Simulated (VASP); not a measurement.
Here is a VASP 6.6.1 calculation.

Contents of INCAR:

```
  PREC = Accurate
  ENCUT = 500
  EDIFF = 1E-7
  ISMEAR = -1
  SIGMA = 0.02
  LREAL = False
  LASPH = True
  NELM = 120
  ALGO = Normal
  ISIF = 3
  LWAVE = False
  LCHARG = False
  GGA = PE
  IBRION = 2
  NSW = 80
  EDIFFG = -0.005
  GGA_COMPAT = False
  NELMIN = 4
```

Contents of KPOINTS:

```
Automatic mesh
0
Gamma
  6 6 2
```

File POSCAR:

```
Ga3BSb4
1.0
    4.0801558894      0.0000000000      0.0000000000
    0.0000000000      4.0801558894      0.0000000000
    0.0000000000      0.0000000000     11.5404235907
B Sb Ga
1 4 3
Direct
    0.0000000000      0.0000000000      0.0000000000
    0.0000000000      0.5000000000      0.1250000000
    0.5000000000      0.0000000000      0.3750000000
    0.0000000000      0.5000000000      0.6250000000
    0.5000000000      0.0000000000      0.8750000000
    0.5000000000      0.5000000000      0.2500000000
    0.0000000000      0.0000000000      0.5000000000
    0.5000000000      0.5000000000      0.7500000000
```

Potentials or basis: VASP PAW PBE potentials, release 64 (B, Sb, Ga_d).

The run is started by

```sh
$ cat potpaw_PBE.64/B/POTCAR potpaw_PBE.64/Sb/POTCAR potpaw_PBE.64/Ga_d/POTCAR > POTCAR
$ mpirun -np 1 vasp_std > vasp.out
```

Estimate the relaxed cell.

a = 4.210 Å, b = 4.210 Å, c = 12.103 Å, α = 90.00°, β = 90.00°, γ = 90.00°.

What does it give for the band gap on the k mesh?

Zero (bands 31 and 32 overlap by 0.03 eV).

What does it give for the relaxed volume?

26.81 Å³/atom.

Step by step:
| step | energy change (eV) | largest force (eV/Å) | pressure (GPa) | volume (Å³) |
| --- | --- | --- | --- | --- |
| 1 | 0.0000 | 2.8873 | 9.18 | 192.12 |
| 2 | -0.9157 | 0.6061 | -3.28 | 232.96 |
| 3 | -1.0147 | 1.0287 | -1.09 | 221.56 |
| 4 | -1.1523 | 0.6115 | -0.57 | 218.36 |
| 5 | -1.2488 | 0.6069 | 0.81 | 211.89 |
| 6 | -1.2518 | 0.6022 | 0.57 | 212.87 |
| 7 | -1.3143 | 0.3271 | -0.05 | 214.91 |
| 8 | -1.3335 | 0.2790 | -0.55 | 216.79 |
| 9 | -1.3451 | 0.0478 | 0.35 | 213.07 |
| 10 | -1.3458 | 0.0905 | 0.18 | 213.76 |
| 11 | -1.3470 | 0.0206 | -0.04 | 214.65 |
| 12 | -1.3471 | 0.0029 | 0.00 | 214.51 |
| 13 | -1.3471 | 0.0048 | -0.01 | 214.52 |
| 14 | -1.3471 | 0.0048 | 0.00 | 214.48 |

Caveat: semilocal functionals underestimate gaps, so a narrow gap can read as zero; spin-orbit coupling is left out, which moves the levels of the heavy elements.
